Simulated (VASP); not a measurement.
# SnO2 in VASP: a series of runs

The runs below take SnO2 through single point, with PBE.

Everything below comes from runs of VASP 6.6.1. Logs are shortened: lines on timing, memory, paths and dates and some standing lists are left out, and cuts for length are marked.

## Step 1: The cell of the first run

The typed cell holds 6 atoms: a = 4.964 Å, b = 4.964 Å, c = 3.063 Å, α = 90.00°, β = 90.00°, γ = 90.00°.

## Step 2: Single point, PBE

INCAR reads:

```
SYSTEM = SnO2
PREC     = Accurate       ! precision mode
ENCUT    = 520            ! plane-wave cutoff, eV
EDIFF    = 1E-6           ! SCF threshold, eV
ISMEAR   = 0              ! smearing method
SIGMA    = 0.05           ! smearing width, eV
LREAL    = .False.        ! projectors in reciprocal space
LASPH    = .True.         ! aspherical terms in the spheres
NELM     = 60             ! most SCF steps
ALGO     = Normal         ! electronic algorithm
ISIF     = 2              ! what is computed and relaxed
LWAVE    = .False.        ! write WAVECAR
LCHARG   = .False.        ! write CHGCAR
GGA      = PE             ! functional
NBANDS   = 35             ! bands
```

KPOINTS reads:

```
Automatic mesh
0
Gamma
  6 6 8
  0 0 0
```

POSCAR reads:

```
SnO2
1.0
    4.9639256357      0.0000000000      0.0000000000
    0.0000000000      4.9639396849      0.0000000000
    0.0000000000      0.0000000000      3.0627421172
Sn O
2 4
Direct
    0.5000000000      0.5000000000      0.5000000000
    0.0000000000      0.0000000000      0.0000000000
    0.3358655675      0.3359234599      0.0000000000
    0.8358655675      0.1640765401      0.5000000000
    0.1641344325      0.8359234599      0.5000000000
    0.6641344325      0.6640765401      0.0000000000
```

Potentials or basis: VASP PAW PBE potentials, release 64 (Sn_d, O).

Started as:

```
cat potpaw_PBE.64/Sn_d/POTCAR potpaw_PBE.64/O/POTCAR > POTCAR
mpirun -np 1 vasp_std > vasp.out
```

OUTCAR:

```text
SYSTEM = SnO2
   PREC = Accurate
   ENCUT = 520
   EDIFF = 1E-6
   ISMEAR = 0
   LREAL = .False.
   LASPH = .True.
   NELM = 60
   ISIF = 2
   GGA = PE

 ion  position               nearest neighbor table
   1  0.500  0.500  0.500-   3 1.92   6 1.92   3 1.92   6 1.92   5 2.36   4 2.36
   2  0.000  0.000  0.000-   4 1.92   5 1.92   4 1.92   5 1.92   3 2.36   6 2.36
   3  0.336  0.336  0.000-   1 1.92   1 1.92   2 2.36
   4  0.836  0.164  0.500-   2 1.92   2 1.92   1 2.36
   5  0.164  0.836  0.500-   2 1.92   2 1.92   1 2.36
   6  0.664  0.664  0.000-   1 1.92   1 1.92   2 2.36

  LATTYP: Found a simple tetragonal cell.
 ALAT       =     4.9639256357
 C/A-ratio  =     0.6170000000

  Lattice vectors:

 A1 = (   4.9639256357,   0.0000000000,   0.0000000000)
 A2 = (   0.0000000000,   4.9639396849,   0.0000000000)
 A3 = (   0.0000000000,   0.0000000000,   3.0627421172)

Analysis of symmetry for initial positions (statically):
=====================================================================
 Subroutine PRICEL returns:
 Original cell was already a primitive cell.

 Routine SETGRP: Setting up the symmetry group for a
 simple tetragonal supercell.

 Subroutine GETGRP returns: Found  8 space group operations
 (whereof  4 operations were pure point group operations)
 out of a pool of 16 trial point group operations.

The static configuration has the point symmetry C_2h.
 The point group associated with its full space group is D_2h.

Analysis of symmetry for dynamics (positions and initial velocities):
=====================================================================
 Subroutine PRICEL returns:
 Original cell was already a primitive cell.

 Routine SETGRP: Setting up the symmetry group for a
 simple tetragonal supercell.

 Subroutine GETGRP returns: Found  8 space group operations
 (whereof  4 operations were pure point group operations)
 out of a pool of 16 trial point group operations.

The dynamic configuration has the point symmetry C_2h.
 The point group associated with its full space group is D_2h.

 Subroutine INISYM returns: Found  8 space group operations
 (whereof  4 operations are pure point group operations),
 and found     1 'primitive' translations

----------------------------------------------------------------------------------------

                                     Primitive cell

  volume of cell :      75.4679

  direct lattice vectors                    reciprocal lattice vectors
     4.963925636  0.000000000  0.000000000     0.201453461  0.000000000  0.000000000
     0.000000000  4.963939685  0.000000000     0.000000000  0.201452891  0.000000000
     0.000000000  0.000000000  3.062742117     0.000000000  0.000000000  0.326504799

  length of vectors
     4.963925636  4.963939685  3.062742117     0.201453461  0.201452891  0.326504799

  position of ions in fractional coordinates (direct lattice)
     0.500000000  0.500000000  0.500000000
     0.000000000  0.000000000  0.000000000
     0.335865568  0.335923460  0.000000000
     0.835865568  0.164076540  0.500000000
     0.164134432  0.835923460  0.500000000
     0.664134432  0.664076540  0.000000000

  ion indices of the primitive-cell ions
   primitive index   ion index
                 1           1
                 2           2
                 3           3
                 4           4
                 5           5
                 6           6

----------------------------------------------------------------------------------------

 KPOINTS: Automatic mesh

Automatic generation of k-mesh.
 Grid dimensions read from file:
 generate k-points for:    6    6    8

 Generating k-lattice:

  Cartesian coordinates                     Fractional coordinates (reciprocal lattice)
     0.033575577  0.000000000  0.000000000     0.166666667  0.000000000  0.000000000
     0.000000000  0.033575482  0.000000000     0.000000000  0.166666667  0.000000000
     0.000000000  0.000000000  0.040813100     0.000000000  0.000000000  0.125000000

  Length of vectors
     0.033575577  0.033575482  0.040813100

  Shift w.r.t. Gamma in fractional coordinates (k-lattice)
     0.000000000  0.000000000  0.000000000

 Subroutine IBZKPT returns following result:
 ===========================================

 Found     80 irreducible k-points:

 Following reciprocal coordinates:
            Coordinates               Weight
  0.000000  0.000000  0.000000      1.000000
  0.166667  0.000000  0.000000      2.000000
  0.000000  0.166667  0.000000      2.000000
  0.333333  0.000000  0.000000      2.000000
  0.000000  0.333333  0.000000      2.000000
  0.500000  0.000000  0.000000      1.000000
[... 16 lines left out ...]
  0.000000  0.500000  0.125000      2.000000
  0.166667  0.166667  0.125000      8.000000
 [... further k-points ...]
   k-points           NKPTS =     80   k-points in BZ     NKDIM =     80   number of bands    NBANDS=     35
   number of dos      NEDOS =    301   number of ions     NIONS =      6
   total plane-waves  NPLWV =  38400
   dimension x,y,z NGX =    40 NGY =   40 NGZ =   24
   dimension x,y,z NGXF=    80 NGYF=   80 NGZF=   48
   ions per type =               2   4
   NGX,Y,Z   is equivalent  to a cutoff of  13.40, 13.40, 13.03 a.u.
   NGXF,Y,Z  is equivalent  to a cutoff of  26.79, 26.79, 26.05 a.u.
 SYSTEM =  SnO2
   PREC   = accura    normal or accurate (medium, high low for compatibility)
   ISTART =      0    job   : 0-new  1-cont  2-samecut
   ICHARG =      2    charge: 1-file 2-atom 10-const
   ISPIN  =      1    spin polarized calculation?
   LNONCOLLINEAR =      F non collinear calculations
   LSORBIT =      F    spin-orbit coupling
   LASPH  =      T    aspherical Exc in radial PAW
   ENCUT  =  520.0 eV  38.22 Ry    6.18 a.u.   9.23  9.23  5.69*2*pi/ulx,y,z
   NELM   =     60;   NELMIN=  2; NELMDL= -5     # of ELM steps
   EDIFF  = 0.1E-05   stopping-criterion for ELM
   LREAL  =      F    real-space projection
   EDIFFG = 0.1E-04   stopping-criterion for IOM
   NSW    =      0    number of steps for IOM
   IBRION =     -1    ionic relax: 0-MD 1-quasi-New 2-CG
   NFREE  =      0    steps in history (QN), initial steepest desc. (CG)
   ISIF   =      2    stress and relaxation
   ISYM   =      2    0-nonsym 1-usesym 2-fastsym
   POTIM  = 0.5000    time-step for ionic-motion
   TEBEG  =    0.0;   TEEND  =   0.0 temperature during run
   PSTRESS=    0.0 pullay stress
   NELECT =      52.0000    total number of electrons
   NUPDOWN=      -1.0000    fix difference up-down
   EMIN   =  10.00;   EMAX   =-10.00  energy-range for DOS
   EFERMI =   0.00;   METHOD = LEGACY
   ISMEAR =     0;   SIGMA  =   0.05  broadening in eV -4-tet -1-fermi 0-gaus
   EFERMI_NEDOS =   21; number of points for ismear=-14 and -15
   IALGO  =     38    algorithm
   IMIX   =      4    mixing-type and parameters
     AMIX     =   0.40;   BMIX     =  1.00
     AMIX_MAG =   1.60;   BMIX_MAG =  1.00
  volume/ion in A,a.u.               =      12.58        84.88
  Fermi-wavevector in a.u.,A,eV,Ry     =   1.445956  2.732461 28.446926  2.090790
  Thomas-Fermi vector in A             =   2.564080
   LORBIT       =      0    0 simple, 1 ext, 2 COOP (PROOUT), +10 PAW based schemes
   GGA     = PE    functional components
   LHFCALC =     F    Hartree Fock is set to
   AEXX    =    0.0000 exact exchange contribution
   IVDW    =     0    specifies the selected vdW correction
   LEPSILON=     F    determine dielectric tensor
   LRPA    =     F    only Hartree local field effects (RPA)
 non-spin polarized calculation
 Gauss-broadening in eV      SIGMA  =   0.05
  energy-cutoff  :      520.00
  volume of cell :       75.47
 maximum number of plane-waves:      2063
 NGX is ok and might be reduce to    40

 number of electron      52.0000004 magnetization

 Free energy of the ion-electron system (eV)
  ---------------------------------------------------
  ext. energy  EPLUGINS =         0.00000000
  ---------------------------------------------------
  free energy    TOTEN  =       -34.87588334 eV

  energy without entropy =      -34.87588334  energy(sigma->0) =      -34.87588334

 E-fermi :   5.5740     XC(G=0): -10.8177

 val. band max:        5.2837186981   @ k =   0.0000   0.0000   0.0000
 cond. band min:       7.2740324889   @ k =   0.0000   0.0000   0.0000
 fundamental gap:      1.9903137908
 Fermi energy:         5.5739509037

 k-point     1 :       0.0000    0.0000    0.0000
  band No.  band energies     occupation
      1     -16.0258      2.00000
      2     -15.8273      2.00000
      3     -14.6056      2.00000
      4     -14.6056      2.00000
      5     -14.4531      2.00000
      6     -14.4131      2.00000
[... 27 lines left out ...]
     34      16.5194      0.00000
     35      18.6328      0.00000

 k-point     2 :       0.1667    0.0000    0.0000
  band No.  band energies     occupation
      1     -16.0103      2.00000
      2     -15.8370      2.00000
      3     -14.6053      2.00000
      4     -14.6053      2.00000
      5     -14.4491      2.00000
      6     -14.4087      2.00000
[... 27 lines left out ...]
     34      17.0768      0.00000
     35      18.8281      0.00000

 k-point     3 :       0.0000    0.1667    0.0000
  band No.  band energies     occupation
      1     -16.0103      2.00000
      2     -15.8370      2.00000
      3     -14.6053      2.00000
      4     -14.6053      2.00000
      5     -14.4491      2.00000
      6     -14.4087      2.00000
[... 27 lines left out ...]
     34      17.0767      0.00000
     35      18.8285      0.00000
[... 723 lines left out ...]
 k-point    23 :       0.0000    0.5000    0.1250
  band No.  band energies     occupation
      1     -15.7466      2.00000
      2     -15.7466      2.00000
      3     -14.8999      2.00000
      4     -14.8999      2.00000
      5     -14.3819      2.00000
      6     -14.3819      2.00000
[... 27 lines left out ...]
     34      17.4875      0.00000
     35      19.2671      0.00000

 k-point    24 :       0.1667    0.1667    0.1250
  band No.  band energies     occupation
      1     -15.8407      2.00000
      2     -15.6628      2.00000
      3     -14.8965      2.00000
      4     -14.8877      2.00000
      5     -14.4171      2.00000
      6     -14.3979      2.00000
[... 27 lines left out ...]
     34      16.8198      0.00000
     35      18.5887      0.00000

 [... further k-points ...]

------------------------ aborting loop because EDIFF is reached ----------------------------------------

  FORCE on cell =-STRESS in cart. coord.  units (eV):
  Direction    XX          YY          ZZ          XY          YZ          ZX
  --------------------------------------------------------------------------------------
  -------------------------------------------------------------------------------------
  Total        8.2048035      8.1971546     23.2979410     -0.0000000      0.0000000      0.0000000
  in kB      174.1873343    174.0249494    494.6134588     -0.0000000      0.0000000      0.0000000
  external PRESSURE =     280.9419142 kB  Pullay stress =       0.0000000 kB

 VOLUME and BASIS-vectors are now :
 -----------------------------------------------------------------------------
  energy-cutoff  :      520.00
  volume of cell :       75.47
      direct lattice vectors                 reciprocal lattice vectors
     4.963925636  0.000000000  0.000000000     0.201453461  0.000000000  0.000000000
     0.000000000  4.963939685  0.000000000     0.000000000  0.201452891  0.000000000
     0.000000000  0.000000000  3.062742117     0.000000000  0.000000000  0.326504799

 POSITION                                       TOTAL-FORCE (eV/Angst)
 -----------------------------------------------------------------------------------
      2.48196      2.48197      1.53137         0.000000      0.000000      0.000000
      0.00000      0.00000      0.00000         0.000000      0.000000      0.000000
      1.66721      1.66750      0.00000        -3.977228     -3.976393      0.000000
      4.14917      0.81447      1.53137        -3.977228      3.976393      0.000000
      0.81475      4.14947      1.53137         3.977228     -3.976393      0.000000
      3.29671      3.29644      0.00000         3.977228      3.976393     -0.000000
 -----------------------------------------------------------------------------------
    total drift:                               -0.000000     -0.000000     -0.000000

  FREE ENERGIE OF THE ION-ELECTRON SYSTEM (eV)
  ---------------------------------------------------
  free  energy   TOTEN  =       -34.8758833421 eV

  energy  without entropy=      -34.8758833421  energy(sigma->0) =      -34.87588334
```

It took 66 s on 1 thread of Intel Xeon 6975P-C (Granite Rapids), shared host; peak memory 0.3 GiB.

Results:

```yaml
Free_energy: -34.8759 eV
Pressure: 28.1 GPa
Largest_force: 5.624 eV/Å
Band_gap_on_the_k_mesh: 1.99 eV
```

Forces in eV/Å, atoms in the order of the input:
```
Sn   0.000  0.000  0.000
Sn   0.000  0.000  0.000
O   -3.977 -3.976  0.000
O   -3.977  3.976  0.000
O    3.977 -3.976  0.000
O    3.977  3.976  0.000
```

Caveat: the stress differs along the axes, from 17 to 49 GPa; spin-orbit coupling is left out, which moves the levels of the heavy elements; forces of over 1 eV/Å act on the atoms, so gaps and moduli don't describe the material at rest.

## Step 3: Single point, PBE

This run uses another cell than the first one, of the same volume but with other edges.

INCAR reads:

```
SYSTEM = SnO2
  ALGO = Normal
  EDIFF = 1E-6
  ENCUT = 520
  GGA = PE
  ISIF = 2
  ISMEAR = 0
  LASPH = .TRUE.
  LCHARG = .FALSE.
  LREAL = .FALSE.
  LWAVE = .FALSE.
  NBANDS = 35
  NELM = 60
  PREC = Accurate
  SIGMA = 0.05
```

KPOINTS reads:

```
k-points
0
G
  6 6 8
  0 0 0
```

Changes to POSCAR since step 2:

```diff
@@ -2,5 +2,5 @@
 1.0
-    4.9639256357      0.0000000000      0.0000000000
-    0.0000000000      4.9639396849      0.0000000000
-    0.0000000000      0.0000000000      3.0627421172
+    4.8023404495      0.0000000000      0.0000000000
+    0.0000000000      4.8023540414      0.0000000000
+    0.0000000000      0.0000000000      3.2723147823
 Sn O
```

Potentials or basis: VASP PAW PBE potentials, release 64 (Sn_d, O).

Started as:

```
cat potpaw_PBE.64/Sn_d/POTCAR potpaw_PBE.64/O/POTCAR > POTCAR
mpirun -np 1 vasp_std > vasp.out
```

Wall time 52 s (1 thread of Intel Xeon 6975P-C (Granite Rapids), shared host); peak memory 0.28 GiB.

The run converged. Its results:

| Quantity | Value |
| --- | --- |
| Free energy | -35.4468 eV |
| Pressure | 14.5 GPa |
| Largest force | 5.097 eV/Å |
| Band gap on the k mesh | 1.00 eV |

Forces in eV/Å, atoms in the order of the input:
```
Sn   0.000  0.000  0.000
Sn   0.000  0.000  0.000
O   -3.604 -3.604  0.000
O   -3.604  3.604  0.000
O    3.604 -3.604  0.000
O    3.604  3.604  0.000
```

Stress tensor (GPa, compression positive):
```
12.56  0.00  0.00
 0.00 12.54  0.00
 0.00  0.00 18.47
```

Levels at points of the mesh, in eV from the valence-band top:
| k point | band 23 | band 24 | band 25 | band 26 | band 27 | band 28 | band 29 | band 30 |
| --- | --- | --- | --- | --- | --- | --- | --- | --- |
| (0.00, 0.00, 0.00) | -1.07 | -0.42 | -0.42 | 0.00 | 1.00 | 4.53 | 6.35 | 6.35 |
| (0.50, 0.00, 0.00) | -1.06 | -1.06 | -0.70 | -0.70 | 3.81 | 3.81 | 6.39 | 6.39 |
| (0.00, 0.50, 0.00) | -1.06 | -1.06 | -0.70 | -0.70 | 3.81 | 3.81 | 6.40 | 6.40 |
| (0.50, 0.50, 0.00) | -0.83 | -0.83 | -0.70 | -0.70 | 3.52 | 3.52 | 6.75 | 6.75 |
| (0.00, 0.00, 0.50) | -1.35 | -1.35 | -1.34 | -1.34 | 6.54 | 6.54 | 8.72 | 8.72 |
| (0.50, 0.00, 0.50) | -0.94 | -0.94 | -0.14 | -0.14 | 6.87 | 6.87 | 7.11 | 7.11 |
| (0.00, 0.50, 0.50) | -0.94 | -0.94 | -0.13 | -0.13 | 6.87 | 6.87 | 7.11 | 7.11 |
| (0.50, 0.50, 0.50) | -1.32 | -1.32 | -0.70 | -0.70 | 6.06 | 6.06 | 7.57 | 7.57 |

Caveat: the stress differs along the axes, from 13 to 18 GPa; spin-orbit coupling is left out, which moves the levels of the heavy elements; forces of over 1 eV/Å act on the atoms, so gaps and moduli don't describe the material at rest.

(Continued in part 2 of 2.)
